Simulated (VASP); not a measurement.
Write the native input for VASP 6.6.1 that does the following.

```yaml
Task: single point
Functional: PBE
Potentials_or_basis: VASP PAW PBE potentials, release 64 (Zr_sv, Mo_sv, C_h)
Cutoff: 910 eV
k_mesh: 6 × 6 × 4
Occupations: gaussian, width 0.1 eV
Spin: no spin polarisation
Dipole_correction: no
Second_run: hard_potentials
Further_INCAR_settings: ALGO = Normal; EDIFF = 1e-06; NBANDS = 32
```

The structure of ZrMo2C2 lies in POSCAR:

```
ZrMo2C2
1.0
    4.1937018030     -0.0000000028      0.0000000000
   -2.0968508991      3.6318522987      0.0000000000
    0.0000000000      0.0000000000      5.5847442827
Zr Mo C
1 2 2
Direct
    0.0000000000      0.0000000000      0.0000000000
    0.3333333333      0.6666666667      0.5000000000
    0.6666666667      0.3333333333      0.5000000000
    0.0000000000      0.0000000000      0.6209942700
    0.0000000000      0.0000000000      0.3790057300
```

One way to write it, as run:

INCAR

```
SYSTEM = ZrMo2C2
ALGO = Normal
EDIFF = 1E-6
ENCUT = 910
GGA = PE
GGA_COMPAT = .FALSE.
ISIF = 2
ISMEAR = 0
LASPH = .TRUE.
LCHARG = .FALSE.
LREAL = .FALSE.
LWAVE = .FALSE.
NBANDS = 32
NELM = 120
PREC = Accurate
SIGMA = 0.1
```

KPOINTS

```
k-points
0
G
  6 6 4
  0 0 0
```

Potentials or basis: VASP PAW PBE potentials, release 64 (Zr_sv, Mo_sv, C_h).

Command:

```console
$ cat potpaw_PBE.64/Zr_sv/POTCAR potpaw_PBE.64/Mo_sv/POTCAR potpaw_PBE.64/C_h/POTCAR > POTCAR
$ mpirun -np 1 vasp_std > vasp.out
```

Results of the run:

| Item | Value |
| --- | --- |
| Pressure | 0.2 GPa |
| Largest force | 0.018 eV/Å |
| Band gap on the k mesh | zero (band 24 reaches 8.27 eV, above the bottom of band 25 at 6.74 eV) |

Caveat: the cutoff is under 1.25 times the usual one of these potentials, so pressure, stress and relaxed cells hold a basis-set (Pulay) error.

It took 57 s on 1 thread of Intel(R) Xeon(R) 6975P-C (Granite Rapids), with other jobs on the host, peak memory 0.38 GiB.
